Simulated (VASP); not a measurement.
# Cu in VASP: a series of runs

Cu is run at these levels: PBE; tasks: single point.

All numbers are computed with VASP 6.6.1; they aren't measurements. Logs are shortened: lines on timing, memory, paths and dates and some standing lists are left out, and cuts for length are marked.

### 1 The cell of the first run

The cell holds a slab with vacuum, 6 atoms: a = 2.568 Å, b = 2.568 Å, c = 25.484 Å, α = 90.00°, β = 90.00°, γ = 120.00°.

### 2 Single point, PBE

File INCAR:

```
PREC = Accurate
ENCUT = 520
EDIFF = 1E-6
ISMEAR = 0
SIGMA = 0.1
LREAL = False
LASPH = True
NELM = 80
ALGO = Fast
ISIF = 2
LWAVE = False
LCHARG = False
LDIPOL = True
IDIPOL = 3
DIPOL = 0.5 0.5 0.500
GGA = PE
NBANDS = 42
```

File KPOINTS:

```
regular mesh
0
Gamma
  15 15 1
```

File POSCAR:

```
Cu
1.0
    2.5680103728      0.0000000000      0.0000000000
   -1.2840051864      2.2239622200      0.0000000000
    0.0000000000      0.0000000000     25.4838203944
Cu
6
Direct
    0.6666666667      0.3333333333      0.2943043815
    0.3333333333      0.6666666667      0.3765826289
    0.6666666667      0.3333333333      0.4588608763
    0.3333333333      0.6666666667      0.5411391237
    0.6666666667      0.3333333333      0.6234173711
    0.3333333333      0.6666666667      0.7056956185
```

Potentials or basis: VASP PAW PBE potentials, release 64 (Cu).

Started as:

```
> cat potpaw_PBE.64/Cu/POTCAR > POTCAR
> mpirun -np 1 vasp_std > vasp.out
```

OUTCAR:

```text
PREC = Accurate
   ENCUT = 520
   EDIFF = 1E-6
   ISMEAR = 0
   LREAL = False
   LASPH = True
   NELM = 80
   ISIF = 2
   GGA = PE

 ion  position               nearest neighbor table
   1  0.667  0.333  0.294-   2 2.57   2 2.57   2 2.57
   2  0.333  0.667  0.377-   3 2.57   1 2.57   3 2.57   1 2.57   3 2.57   1 2.57
   3  0.667  0.333  0.459-   2 2.57   4 2.57   2 2.57   4 2.57   2 2.57   4 2.57
   4  0.333  0.667  0.541-   3 2.57   5 2.57   3 2.57   5 2.57   3 2.57   5 2.57
   5  0.667  0.333  0.623-   4 2.57   6 2.57   4 2.57   6 2.57   4 2.57   6 2.57
   6  0.333  0.667  0.706-   5 2.57   5 2.57   5 2.57

  LATTYP: Found a hexagonal cell.
 ALAT       =     2.5680103728
 C/A-ratio  =     9.9235659888

  Lattice vectors:

 A1 = (   2.5680103728,   0.0000000000,   0.0000000000)
 A2 = (  -1.2840051864,   2.2239622200,   0.0000000000)
 A3 = (   0.0000000000,   0.0000000000,  25.4838203944)

Analysis of symmetry for initial positions (statically):
=====================================================================
 Subroutine PRICEL returns:
 Original cell was already a primitive cell.

 Routine SETGRP: Setting up the symmetry group for a
 hexagonal supercell.

 Subroutine GETGRP returns: Found 12 space group operations
 (whereof 12 operations were pure point group operations)
 out of a pool of 24 trial point group operations.

The static configuration has the point symmetry D_3d.

Analysis of symmetry for dynamics (positions and initial velocities):
=====================================================================
 Subroutine PRICEL returns:
 Original cell was already a primitive cell.

 Routine SETGRP: Setting up the symmetry group for a
 hexagonal supercell.

 Subroutine GETGRP returns: Found 12 space group operations
 (whereof 12 operations were pure point group operations)
 out of a pool of 24 trial point group operations.

The dynamic configuration has the point symmetry D_3d.

 Subroutine INISYM returns: Found 12 space group operations
 (whereof 12 operations are pure point group operations),
 and found     1 'primitive' translations

----------------------------------------------------------------------------------------

                                     Primitive cell

  volume of cell :     145.5421

  direct lattice vectors                    reciprocal lattice vectors
     2.568010373  0.000000000  0.000000000     0.389406527  0.224823963  0.000000000
    -1.284005186  2.223962220  0.000000000     0.000000000  0.449647926  0.000000000
     0.000000000  0.000000000 25.483820394     0.000000000  0.000000000  0.039240584

  length of vectors
     2.568010373  2.568010373 25.483820394     0.449647926  0.449647926  0.039240584

  position of ions in fractional coordinates (direct lattice)
     0.666666667  0.333333333  0.294304381
     0.333333333  0.666666667  0.376582629
     0.666666667  0.333333333  0.458860876
     0.333333333  0.666666667  0.541139124
     0.666666667  0.333333333  0.623417371
     0.333333333  0.666666667  0.705695619

  ion indices of the primitive-cell ions
   primitive index   ion index
                 1           1
                 2           2
                 3           3
                 4           4
                 5           5
                 6           6

----------------------------------------------------------------------------------------

 KPOINTS: regular mesh

Automatic generation of k-mesh.
 Grid dimensions read from file:
 generate k-points for:   15   15    1

 Generating k-lattice:

  Cartesian coordinates                     Fractional coordinates (reciprocal lattice)
     0.025960435  0.014988264  0.000000000     0.066666667  0.000000000  0.000000000
     0.000000000  0.029976528  0.000000000     0.000000000  0.066666667  0.000000000
     0.000000000  0.000000000  0.039240584     0.000000000  0.000000000  1.000000000

  Length of vectors
     0.029976528  0.029976528  0.039240584

  Shift w.r.t. Gamma in fractional coordinates (k-lattice)
     0.000000000  0.000000000  0.000000000

 Subroutine IBZKPT returns following result:
 ===========================================

 Found     27 irreducible k-points:

 Following reciprocal coordinates:
            Coordinates               Weight
  0.000000  0.000000  0.000000      1.000000
  0.066667  0.000000  0.000000      6.000000
  0.133333 -0.000000  0.000000      6.000000
  0.200000  0.000000  0.000000      6.000000
  0.266667 -0.000000  0.000000      6.000000
  0.333333  0.000000  0.000000      6.000000
[... 16 lines left out ...]
  0.333333  0.200000  0.000000     12.000000
  0.400000  0.200000  0.000000      6.000000
 [... further k-points ...]
   k-points           NKPTS =     27   k-points in BZ     NKDIM =     27   number of bands    NBANDS=     42
   number of dos      NEDOS =    301   number of ions     NIONS =      6
   total plane-waves  NPLWV =  76800
   dimension x,y,z NGX =    20 NGY =   20 NGZ =  192
   dimension x,y,z NGXF=    40 NGYF=   40 NGZF=  384
   ions per type =               6
   NGX,Y,Z   is equivalent  to a cutoff of  12.95, 12.95, 12.53 a.u.
   NGXF,Y,Z  is equivalent  to a cutoff of  25.89, 25.89, 25.05 a.u.
 SYSTEM =  unknown system
   PREC   = accura    normal or accurate (medium, high low for compatibility)
   ISTART =      0    job   : 0-new  1-cont  2-samecut
   ICHARG =      2    charge: 1-file 2-atom 10-const
   ISPIN  =      1    spin polarized calculation?
   LNONCOLLINEAR =      F non collinear calculations
   LSORBIT =      F    spin-orbit coupling
   LASPH  =      T    aspherical Exc in radial PAW
   ENCUT  =  520.0 eV  38.22 Ry    6.18 a.u.   4.77  4.77 47.38*2*pi/ulx,y,z
   NELM   =     80;   NELMIN=  2; NELMDL= -5     # of ELM steps
   EDIFF  = 0.1E-05   stopping-criterion for ELM
   LREAL  =      F    real-space projection
   EDIFFG = 0.1E-04   stopping-criterion for IOM
   NSW    =      0    number of steps for IOM
   IBRION =     -1    ionic relax: 0-MD 1-quasi-New 2-CG
   NFREE  =      0    steps in history (QN), initial steepest desc. (CG)
   ISIF   =      2    stress and relaxation
   ISYM   =      2    0-nonsym 1-usesym 2-fastsym
   POTIM  = 0.5000    time-step for ionic-motion
   TEBEG  =    0.0;   TEEND  =   0.0 temperature during run
   PSTRESS=    0.0 pullay stress
   NELECT =      66.0000    total number of electrons
   NUPDOWN=      -1.0000    fix difference up-down
   EMIN   =  10.00;   EMAX   =-10.00  energy-range for DOS
   EFERMI =   0.00;   METHOD = LEGACY
   ISMEAR =     0;   SIGMA  =   0.10  broadening in eV -4-tet -1-fermi 0-gaus
   EFERMI_NEDOS =   21; number of points for ismear=-14 and -15
   IALGO  =     68    algorithm
   IMIX   =      4    mixing-type and parameters
     AMIX     =   0.40;   BMIX     =  1.00
     AMIX_MAG =   1.60;   BMIX_MAG =  1.00
  volume/ion in A,a.u.               =      24.26       163.69
  Fermi-wavevector in a.u.,A,eV,Ry     =   1.257747  2.376797 21.523425  1.581927
  Thomas-Fermi vector in A             =   2.391391
   LORBIT       =      0    0 simple, 1 ext, 2 COOP (PROOUT), +10 PAW based schemes
   GGA     = PE    functional components
   LHFCALC =     F    Hartree Fock is set to
   AEXX    =    0.0000 exact exchange contribution
   IVDW    =     0    specifies the selected vdW correction
   LEPSILON=     F    determine dielectric tensor
   LRPA    =     F    only Hartree local field effects (RPA)
 non-spin polarized calculation
 RMM-DIIS sequential band-by-band and
 Gauss-broadening in eV      SIGMA  =   0.10
  energy-cutoff  :      520.00
  volume of cell :      145.54
 maximum number of plane-waves:      3947
 NGX is ok and might be reduce to    20
   NGX =  9   NGY =  9   NGZ = 95

 dipolmoment           0.000000      0.000000     -0.000000 electrons x Angstroem

 number of electron      66.0000021 magnetization

 dipolmoment           0.000000      0.000000      0.000000 electrons x Angstroem

 Free energy of the ion-electron system (eV)
  ---------------------------------------------------
  ext. energy  EPLUGINS =         0.00000000
  ---------------------------------------------------
  free energy    TOTEN  =       -21.40717264 eV

  energy without entropy =      -21.39247067  energy(sigma->0) =      -21.39982166

 E-fermi :   1.2777     XC(G=0):  -6.9563

 val. band max:        1.2509630946   @ k =   0.3333   0.1333   0.0000
 cond. band min:       1.2937791617   @ k =   0.2667   0.2000   0.0000
 fundamental gap:      0.0428160671
 Fermi energy:         1.2777356428

 k-point     1 :       0.0000    0.0000    0.0000
  band No.  band energies     occupation
      1      -7.7620      2.00000
      2      -7.1041      2.00000
      3      -6.1169      2.00000
      4      -4.9526      2.00000
      5      -4.0309      2.00000
      6      -3.7447      2.00000
[... 34 lines left out ...]
     41       6.8681      0.00000
     42       8.7431      0.00000

 k-point     2 :       0.0667    0.0000    0.0000
  band No.  band energies     occupation
      1      -7.6205      2.00000
      2      -6.9655      2.00000
      3      -5.9838      2.00000
      4      -4.8279      2.00000
      5      -3.9203      2.00000
      6      -3.6540      2.00000
[... 34 lines left out ...]
     41       6.9946      0.00000
     42       8.8740      0.00000

 k-point     3 :       0.1333   -0.0000    0.0000
  band No.  band energies     occupation
      1      -7.2022      2.00000
      2      -6.5578      2.00000
      3      -5.5960      2.00000
      4      -4.4719      2.00000
      5      -3.6111      2.00000
      6      -3.4056      2.00000
[... 897 lines left out ...]
      4      -2.8274      2.00000
      5      -2.7557      2.00000
      6      -2.6965      2.00000
[... 34 lines left out ...]
     41       9.0716      0.00000
     42       9.1053      0.00000

 k-point    24 :       0.4000    0.2000    0.0000
  band No.  band energies     occupation
      1      -3.1121      2.00000
      2      -3.0859      2.00000
      3      -2.8771      2.00000
      4      -2.8353      2.00000
      5      -2.7741      2.00000
      6      -2.5957      2.00000
[... 34 lines left out ...]
     41       8.6726      0.00000
     42       9.0852      0.00000

 [... further k-points ...]

------------------------ aborting loop because EDIFF is reached ----------------------------------------

 vacuum level on the upper side and lower side of the slab       (xc-potential included)        -0.186        -0.186

  FORCE on cell =-STRESS in cart. coord.  units (eV):
  Direction    XX          YY          ZZ          XY          YZ          ZX
  --------------------------------------------------------------------------------------
  -------------------------------------------------------------------------------------
  Total       -1.1666920     -1.1666920      0.1571336      0.0000000      0.0000000      0.0000000
  in kB      -12.8433436    -12.8433436      1.7297805      0.0000000      0.0000000      0.0000000
  external PRESSURE =      -7.9856356 kB  Pullay stress =       0.0000000 kB

 VOLUME and BASIS-vectors are now :
 -----------------------------------------------------------------------------
  energy-cutoff  :      520.00
  volume of cell :      145.54
      direct lattice vectors                 reciprocal lattice vectors
     2.568010373  0.000000000  0.000000000     0.389406527  0.224823963  0.000000000
    -1.284005186  2.223962220  0.000000000     0.000000000  0.449647926  0.000000000
     0.000000000  0.000000000 25.483820394     0.000000000  0.000000000  0.039240584

 POSITION                                       TOTAL-FORCE (eV/Angst)
 -----------------------------------------------------------------------------------
      1.28401      0.74132      7.50000         0.000000     -0.000000      0.030755
     -0.00000      1.48264      9.59676         0.000000      0.000000     -0.061088
      1.28401      0.74132     11.69353        -0.000000      0.000000     -0.052019
     -0.00000      1.48264     13.79029         0.000000      0.000000      0.052019
      1.28401      0.74132     15.88706        -0.000000      0.000000      0.061088
     -0.00000      1.48264     17.98382        -0.000000      0.000000     -0.030755
 -----------------------------------------------------------------------------------
    total drift:                                0.000000     -0.000000      0.000000

  FREE ENERGIE OF THE ION-ELECTRON SYSTEM (eV)
  ---------------------------------------------------
  free  energy   TOTEN  =       -21.4071726404 eV

  energy  without entropy=      -21.3924706706  energy(sigma->0) =      -21.39982166

 vacuum level on the upper side and lower side of the slab         5.920         5.920
```

Wall time 12 min (1 thread of AMD EPYC 7R13, shared host); peak memory 0.29 GiB.

Results:

```yaml
Free_energy: -21.4072 eV
Largest_force: 0.061 eV/Å
Band_gap_on_the_k_mesh: zero (band 33 reaches 4.73 eV, above the bottom of band 34 at -0.34 eV)
```

Forces in eV/Å, atoms in the order of the input:
```
Cu   0.000  0.000  0.031
Cu   0.000  0.000 -0.061
Cu   0.000  0.000 -0.052
Cu   0.000  0.000  0.052
Cu   0.000  0.000  0.061
Cu   0.000  0.000 -0.031
```

### 3 Single point, PBE

File INCAR:

```
PREC = Accurate
ENCUT = 520
EDIFF = 1E-6
ISMEAR = 0
SIGMA = 0.1
LREAL = F
LASPH = T
NELM = 60
ALGO = Fast
ISIF = 2
LWAVE = F
LCHARG = F
LDIPOL = T
IDIPOL = 3
DIPOL = 0.5 0.5 0.500
GGA = PE
NBANDS = 42
```

File KPOINTS:

```
Automatic mesh
0
Gamma
  15 15 1
```

File POSCAR:

```
Cu
1.0
    2.5680103728      0.0000000000      0.0000000000
   -1.2840051864      2.2239622200      0.0000000000
    0.0000000000      0.0000000000     25.4838203944
Cu
6
Direct
    0.6666666667      0.3333333333      0.2944656900
    0.3333333333      0.6666666667      0.3761824418
    0.6666666667      0.3333333333      0.4585600989
    0.3333333333      0.6666666667      0.5414399067
    0.6666666667      0.3333333333      0.6238175595
    0.3333333333      0.6666666667      0.7055343031
```

Potentials or basis: VASP PAW PBE potentials, release 64 (Cu).

Started as:

```
> cat potpaw_PBE.64/Cu/POTCAR > POTCAR
> mpirun -np 1 vasp_std > vasp.out
```

It took 10 min on 1 thread of AMD EPYC 7R13, shared host; peak memory 0.29 GiB.

Results (log left out):

```yaml
Free_energy: -21.4083 eV
Largest_force: 0.019 eV/Å
Band_gap_on_the_k_mesh: zero (band 33 reaches 4.74 eV, above the bottom of band 34 at -0.34 eV)
```

Forces on the atoms (eV/Å):
```
Cu   0.000  0.000 -0.019
Cu   0.000  0.000 -0.002
Cu   0.000  0.000 -0.001
Cu   0.000  0.000  0.001
Cu   0.000  0.000  0.002
Cu   0.000  0.000  0.019
```

Levels at points of the mesh, in eV from the Fermi level:
```tsv
k point	band 32	band 33	band 34	band 35	band 36	band 37
(0.00, 0.00, 0.00)	-1.62	-1.62	-1.62	-1.62	-0.79	-0.29
```
